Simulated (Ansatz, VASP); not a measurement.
# BP in VASP and in Ansatz

```
B P
1.0
     0.00000    2.26827    2.26827
     2.26827    0.00000    2.26827
     2.26827    2.26827    0.00000
B P
1 1
Cartesian
  0.0000 0.0000 0.0000
  1.1341 1.1341 1.1341
```

Alike in both runs: task single point; functional r2SCAN; k mesh 10 × 10 × 10; occupations gaussian, width 0.02 eV; no spin polarisation.

```csv
,VASP,Ansatz
version,VASP 6.6.1,Ansatz 0.2.0
potentials or method,"VASP PAW PBE potentials, release 64 (B, P), cutoff 520 eV","scalar-relativistic, plane waves, PAW"
valence electrons in the cell,8,8
```

Ansatz gave:

| Property | Result |
| --- | --- |
| gap on the k mesh at the Fermi level (eV) | 1.42 |
| least direct gap on the mesh (eV) | 3.60 |
| pressure (GPa) | 0.0 |

Question: What did VASP give for the same quantities?

Answer: gap on the k mesh at the Fermi level (eV): 1.45; least direct gap on the mesh (eV): 3.64; pressure (GPa): -0.5.

VASP's potentials were made for PBE, not for r2SCAN. With one functional, cell and mesh, what is left measures potentials, basis and numerics.
